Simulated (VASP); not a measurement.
# Nb (Im-3m) in VASP: notebook

Nb is run at these levels: PBE; tasks: single point, relaxation of cell and atoms.

All numbers are computed with VASP 6.6.1; they aren't measurements. Logs are shortened: lines on timing, memory, paths and dates and some standing lists are left out, and cuts for length are marked.

### 1 The cell of the first run

The structure is cubic, space group Im-3m (No. 229). Conventional cell: a = 3.310 Å, b = 3.310 Å, c = 3.310 Å, α = 90.00°, β = 90.00°, γ = 90.00°. Within 3.8 Å of Nb (site symmetry m-3m) lie 14 Nb at 2.87 to 3.31 Å.

### 2 Single point, PBE

INCAR reads:

```
PREC     = Accurate       # precision mode
ENCUT    = 520            # plane-wave cutoff, eV
EDIFF    = 1E-6           # SCF threshold, eV
ISMEAR   = 0              # smearing method
SIGMA    = 0.2            # smearing width, eV
LREAL    = False          # projectors in reciprocal space
LASPH    = True           # aspherical terms in the spheres
NELM     = 60             # most SCF steps
ALGO     = Normal         # electronic algorithm
ISIF     = 2              # what is computed and relaxed
LWAVE    = False          # write WAVECAR
LCHARG   = True           # write CHGCAR
GGA      = PE             # functional
LELF     = True           # ELF
LVHAR    = True         
NBANDS   = 12             # bands
```

KPOINTS reads:

```
Automatic mesh
0
Gamma
  20 20 20
```

POSCAR reads:

```
Nb
1.0
   -1.6552193991      1.6552193991      1.6552193991
    1.6552193991     -1.6552193991      1.6552193991
    1.6552193991      1.6552193991     -1.6552193991
Nb
1
Direct
    0.0000000000      0.0000000000      0.0000000000
```

Potentials or basis: VASP PAW PBE potentials, release 64 (Nb_sv).

Started as:

```sh
> cat potpaw_PBE.64/Nb_sv/POTCAR > POTCAR
> mpirun -np 1 vasp_std > vasp.out
```

OUTCAR:

```text
PREC = Accurate
   ENCUT = 520
   EDIFF = 1E-6
   ISMEAR = 0
   LREAL = False
   LASPH = True
   NELM = 60
   ISIF = 2
   GGA = PE

 ion  position               nearest neighbor table
   1  0.000  0.000  0.000-

  LATTYP: Found a body centered cubic cell.
 ALAT       =     3.3104387982

  Lattice vectors:

 A1 = (  -1.6552193991,   1.6552193991,   1.6552193991)
 A2 = (   1.6552193991,  -1.6552193991,   1.6552193991)
 A3 = (   1.6552193991,   1.6552193991,  -1.6552193991)

Analysis of symmetry for initial positions (statically):
=====================================================================
 Subroutine PRICEL returns:
 Original cell was already a primitive cell.

 Routine SETGRP: Setting up the symmetry group for a
 body centered cubic supercell.

 Subroutine GETGRP returns: Found 48 space group operations
 (whereof 48 operations were pure point group operations)
 out of a pool of 48 trial point group operations.

The static configuration has the point symmetry O_h .

Analysis of symmetry for dynamics (positions and initial velocities):
=====================================================================
 Subroutine PRICEL returns:
 Original cell was already a primitive cell.

 Routine SETGRP: Setting up the symmetry group for a
 body centered cubic supercell.

 Subroutine GETGRP returns: Found 48 space group operations
 (whereof 48 operations were pure point group operations)
 out of a pool of 48 trial point group operations.

The dynamic configuration has the point symmetry O_h .

 Subroutine INISYM returns: Found 48 space group operations
 (whereof 48 operations are pure point group operations),
 and found     1 'primitive' translations

----------------------------------------------------------------------------------------

                                     Primitive cell

  volume of cell :      18.1396

  direct lattice vectors                    reciprocal lattice vectors
    -1.655219399  1.655219399  1.655219399     0.000000000  0.302074758  0.302074758
     1.655219399 -1.655219399  1.655219399     0.302074758  0.000000000  0.302074758
     1.655219399  1.655219399 -1.655219399     0.302074758  0.302074758  0.000000000

  length of vectors
     2.866924097  2.866924097  2.866924097     0.427198220  0.427198220  0.427198220

  position of ions in fractional coordinates (direct lattice)
     0.000000000  0.000000000  0.000000000

  ion indices of the primitive-cell ions
   primitive index   ion index
                 1           1

----------------------------------------------------------------------------------------

 KPOINTS: Automatic mesh

Automatic generation of k-mesh.
 Grid dimensions read from file:
 generate k-points for:   20   20   20

 Generating k-lattice:

  Cartesian coordinates                     Fractional coordinates (reciprocal lattice)
     0.000000000  0.015103738  0.015103738     0.050000000  0.000000000  0.000000000
     0.015103738  0.000000000  0.015103738     0.000000000  0.050000000  0.000000000
     0.015103738  0.015103738  0.000000000     0.000000000  0.000000000  0.050000000

  Length of vectors
     0.021359911  0.021359911  0.021359911

  Shift w.r.t. Gamma in fractional coordinates (k-lattice)
     0.000000000  0.000000000  0.000000000

 Subroutine IBZKPT returns following result:
 ===========================================

 Found    256 irreducible k-points:

 Following reciprocal coordinates:
            Coordinates               Weight
  0.000000  0.000000  0.000000      1.000000
  0.050000  0.000000  0.000000     12.000000
  0.100000  0.000000  0.000000     12.000000
  0.150000  0.000000  0.000000     12.000000
  0.200000  0.000000  0.000000     12.000000
  0.250000  0.000000  0.000000     12.000000
[... 16 lines left out ...]
  0.200000  0.100000 -0.000000     48.000000
  0.250000  0.100000  0.000000     48.000000
 [... further k-points ...]
   k-points           NKPTS =    256   k-points in BZ     NKDIM =    256   number of bands    NBANDS=     12
   number of dos      NEDOS =    301   number of ions     NIONS =      1
   total plane-waves  NPLWV =  13824
   dimension x,y,z NGX =    24 NGY =   24 NGZ =   24
   dimension x,y,z NGXF=    48 NGYF=   48 NGZF=   48
   ions per type =               1
   NGX,Y,Z   is equivalent  to a cutoff of  13.92, 13.92, 13.92 a.u.
   NGXF,Y,Z  is equivalent  to a cutoff of  27.83, 27.83, 27.83 a.u.
 SYSTEM =  unknown system
   PREC   = accura    normal or accurate (medium, high low for compatibility)
   ISTART =      0    job   : 0-new  1-cont  2-samecut
   ICHARG =      2    charge: 1-file 2-atom 10-const
   ISPIN  =      1    spin polarized calculation?
   LNONCOLLINEAR =      F non collinear calculations
   LSORBIT =      F    spin-orbit coupling
   LASPH  =      T    aspherical Exc in radial PAW
   ENCUT  =  520.0 eV  38.22 Ry    6.18 a.u.   5.33  5.33  5.33*2*pi/ulx,y,z
   NELM   =     60;   NELMIN=  2; NELMDL= -5     # of ELM steps
   EDIFF  = 0.1E-05   stopping-criterion for ELM
   LREAL  =      F    real-space projection
   EDIFFG = 0.1E-04   stopping-criterion for IOM
   NSW    =      0    number of steps for IOM
   IBRION =     -1    ionic relax: 0-MD 1-quasi-New 2-CG
   NFREE  =      0    steps in history (QN), initial steepest desc. (CG)
   ISIF   =      2    stress and relaxation
   ISYM   =      2    0-nonsym 1-usesym 2-fastsym
   POTIM  = 0.5000    time-step for ionic-motion
   TEBEG  =    0.0;   TEEND  =   0.0 temperature during run
   PSTRESS=    0.0 pullay stress
   NELECT =      13.0000    total number of electrons
   NUPDOWN=      -1.0000    fix difference up-down
   EMIN   =  10.00;   EMAX   =-10.00  energy-range for DOS
   EFERMI =   0.00;   METHOD = LEGACY
   ISMEAR =     0;   SIGMA  =   0.20  broadening in eV -4-tet -1-fermi 0-gaus
   EFERMI_NEDOS =   21; number of points for ismear=-14 and -15
   IALGO  =     38    algorithm
   IMIX   =      4    mixing-type and parameters
     AMIX     =   0.40;   BMIX     =  1.00
     AMIX_MAG =   1.60;   BMIX_MAG =  1.00
  volume/ion in A,a.u.               =      18.14       122.41
  Fermi-wavevector in a.u.,A,eV,Ry     =   1.465032  2.768509 29.202431  2.146318
  Thomas-Fermi vector in A             =   2.580937
   LORBIT       =      0    0 simple, 1 ext, 2 COOP (PROOUT), +10 PAW based schemes
   GGA     = PE    functional components
   LHFCALC =     F    Hartree Fock is set to
   AEXX    =    0.0000 exact exchange contribution
   IVDW    =     0    specifies the selected vdW correction
   LEPSILON=     F    determine dielectric tensor
   LRPA    =     F    only Hartree local field effects (RPA)
 non-spin polarized calculation
 Gauss-broadening in eV      SIGMA  =   0.20
  energy-cutoff  :      520.00
  volume of cell :       18.14
 maximum number of plane-waves:       498
 NGX is ok and might be reduce to    24
   NGX = 11   NGY = 11   NGZ = 11

 number of electron      13.0000000 magnetization

 Free energy of the ion-electron system (eV)
  ---------------------------------------------------
  ext. energy  EPLUGINS =         0.00000000
  ---------------------------------------------------
  free energy    TOTEN  =       -10.23108777 eV

  energy without entropy =      -10.20065316  energy(sigma->0) =      -10.21587047

 E-fermi :  11.0959     XC(G=0): -12.4632

 val. band max:       11.0921556411   @ k =  -0.3000   0.3500   0.1500
 cond. band min:      11.1138532422   @ k =  -0.1500   0.2000   0.0500
 fundamental gap:      0.0216976012
 Fermi energy:        11.0958585163

 k-point     1 :       0.0000    0.0000    0.0000
  band No.  band energies     occupation
      1     -43.2929      2.00000
      2     -18.6053      2.00000
      3     -18.6053      2.00000
      4     -18.6053      2.00000
      5       5.1481      2.00000
      6      11.4512      0.01198
      7      11.4512      0.01198
      8      11.4512      0.01198
      9      14.3373      0.00000
     10      14.3373      0.00000
     11      25.2809      0.00000
     12      25.2809      0.00000

 k-point     2 :       0.0500    0.0000    0.0000
  band No.  band energies     occupation
      1     -43.2872      2.00000
      2     -18.6404      2.00000
      3     -18.6159      2.00000
      4     -18.6056      2.00000
      5       5.2511      2.00000
      6      11.3874      0.03928
      7      11.4369      0.01589
      8      11.5491      0.00135
      9      14.2364      0.00000
     10      14.3371      0.00000
     11      25.3667      0.00000
     12      25.4593      0.00000

 k-point     3 :       0.1000    0.0000    0.0000
  band No.  band energies     occupation
      1     -43.2706      2.00000
      2     -18.7413      2.00000
      3     -18.6467      2.00000
      4     -18.6064      2.00000
      5       5.5498      2.00000
      6      11.2083      0.42645
      7      11.3789      0.04532
      8      11.8401      0.00000
      9      14.0052      0.00000
     10      14.3414      0.00000
     11      25.5871      0.00000
     12      25.9800      0.00000
[... 286 lines left out ...]
 k-point    23 :       0.2000    0.1000   -0.0000
  band No.  band energies     occupation
      1     -43.1636      2.00000
      2     -19.3311      2.00000
      3     -18.8243      2.00000
      4     -18.6548      2.00000
      5       7.3462      2.00000
      6      10.3276      2.00000
      7      10.6734      1.99719
      8      13.5481      0.00000
      9      14.1911      0.00000
     10      14.7454      0.00000
     11      25.7516      0.00000
     12      26.8268      0.00000

 k-point    24 :       0.2500    0.1000    0.0000
  band No.  band energies     occupation
      1     -43.1283      2.00000
      2     -19.5083      2.00000
      3     -18.8989      2.00000
      4     -18.6588      2.00000
      5       7.7120      2.00000
      6      10.0494      2.00000
      7      10.7937      1.96734
      8      13.7272      0.00000
      9      14.8498      0.00000
     10      15.1367      0.00000
     11      24.9247      0.00000
     12      26.1296      0.00000

 [... further k-points ...]

------------------------ aborting loop because EDIFF is reached ----------------------------------------

  FORCE on cell =-STRESS in cart. coord.  units (eV):
  Direction    XX          YY          ZZ          XY          YZ          ZX
  --------------------------------------------------------------------------------------
  -------------------------------------------------------------------------------------
  Total       -0.0361305     -0.0361305     -0.0361305      0.0000000      0.0000000     -0.0000000
  in kB       -3.1912282     -3.1912282     -3.1912282      0.0000000      0.0000000     -0.0000000
  external PRESSURE =      -3.1912282 kB  Pullay stress =       0.0000000 kB

 VOLUME and BASIS-vectors are now :
 -----------------------------------------------------------------------------
  energy-cutoff  :      520.00
  volume of cell :       18.14
      direct lattice vectors                 reciprocal lattice vectors
    -1.655219399  1.655219399  1.655219399     0.000000000  0.302074758  0.302074758
     1.655219399 -1.655219399  1.655219399     0.302074758  0.000000000  0.302074758
     1.655219399  1.655219399 -1.655219399     0.302074758  0.302074758  0.000000000

 POSITION                                       TOTAL-FORCE (eV/Angst)
 -----------------------------------------------------------------------------------
      0.00000      0.00000      0.00000         0.000000      0.000000      0.000000
 -----------------------------------------------------------------------------------
    total drift:                                0.000000      0.000000      0.000000

  FREE ENERGIE OF THE ION-ELECTRON SYSTEM (eV)
  ---------------------------------------------------
  free  energy   TOTEN  =       -10.2310877723 eV

  energy  without entropy=      -10.2006531627  energy(sigma->0) =      -10.21587047
```

Run time: 71 s. Hardware: 1 thread of Intel Xeon 8259CL, shared host; peak memory 0.18 GiB.

What came out:

| Property | Result |
| --- | --- |
| Free energy | -10.2311 eV |
| Pressure | -0.3 GPa |

Levels at points of the mesh, in eV from the Fermi level:
```csv
k point,band 2,band 3,band 4,band 5,band 6,band 7,band 8,band 9,band 10,band 11
"(0.00, 0.00, 0.00)",-29.70,-29.70,-29.70,-5.95,0.36,0.36,0.36,3.24,3.24,14.19
"(0.50, 0.00, 0.00)",-31.03,-30.12,-29.71,-3.71,-1.65,2.23,3.27,3.94,6.30,11.58
"(0.50, 0.50, 0.50)",-30.61,-30.61,-30.61,-3.69,-3.69,5.54,5.54,5.54,9.00,9.00
```

### 3 Relaxation of cell and atoms, PBE

This run uses another cell than the first one, of 18.43 Å³/atom, 1.016 times its volume.

INCAR reads:

```
ALGO = Normal ; EDIFF = 1E-6
EDIFFG = -0.001 ; ENCUT = 600
GGA = PE ; IBRION = 2
ISIF = 3 ; ISMEAR = 0
LASPH = True ; LCHARG = False
LREAL = False ; LWAVE = False
NELM = 100 ; NSW = 80
PREC = Accurate ; SIGMA = 0.2
```

KPOINTS reads:

```
k-points
0
Gamma
  20 20 20
```

POSCAR reads:

```
Nb
1.0
   -1.6639500000      1.6639500000      1.6639500000
    1.6639500000     -1.6639500000      1.6639500000
    1.6639500000      1.6639500000     -1.6639500000
Nb
1
Direct
    0.0000000000      0.0000000000      0.0000000000
```

Potentials or basis: VASP PAW PBE potentials, release 64 (Nb_sv).

Started as:

```sh
> cat potpaw_PBE.64/Nb_sv/POTCAR > POTCAR
> mpirun -np 1 vasp_std > vasp.out
```

Run time: 6 min. Hardware: 1 thread of Intel Xeon 8259CL, shared host; peak memory 0.2 GiB.

Results (log left out):

| Quantity | Value |
| --- | --- |
| Free energy | -10.2312 eV |
| Relaxed volume | 18.11 Å³/atom |
| Relaxed cell | a = 2.865 Å, b = 2.865 Å, c = 2.865 Å, α = 109.47°, β = 109.47°, γ = 109.47° |
| Space group after relaxing (to 0.05 Å) | Im-3m (No. 229) |
| Energy gained by relaxing | 2.9 meV/atom |
| Ionic steps | 14 |
| Pressure after relaxing | 0.0 GPa |

Step by step:
```tsv
step	energy change (eV)	largest force (eV/Å)	pressure (GPa)	volume (Å³)
1	0.0000	0.0000	-2.87	18.43
2	0.0062	0.0000	5.49	17.56
3	-0.0029	0.0000	-0.02	18.11
4	-0.0029	0.0000	-0.02	18.10
5	-0.0029	0.0000	0.17	18.09
6	-0.0029	0.0000	0.16	18.10
7	-0.0029	0.0000	-0.28	18.14
8	-0.0029	0.0000	-0.01	18.11
9	-0.0029	0.0000	-0.03	18.11
10	-0.0029	0.0000	0.01	18.10
11	-0.0029	0.0000	0.10	18.10
12	-0.0029	0.0000	0.04	18.11
13	-0.0029	0.0000	0.04	18.11
14	-0.0029	0.0000	0.00	18.11
```

Final structure:
```
CELL_PARAMETERS angstrom
-1.65431 1.65431 1.65431
1.65431 -1.65431 1.65431
1.65431 1.65431 -1.65431
ATOMIC_POSITIONS crystal
Nb 0.00000 0.00000 0.00000
```

Levels at points of the mesh, in eV from the Fermi level:
| k point | band 4 | band 5 | band 6 | band 7 | band 8 | band 9 |
| --- | --- | --- | --- | --- | --- | --- |
| (0.00, 0.00, 0.00) | -29.70 | -5.95 | 0.35 | 0.35 | 0.35 | 3.25 |
| (0.50, 0.00, 0.00) | -29.71 | -3.71 | -1.66 | 2.24 | 3.27 | 3.95 |
| (0.50, 0.50, 0.50) | -30.61 | -3.70 | -3.70 | 5.55 | 5.55 | 5.55 |
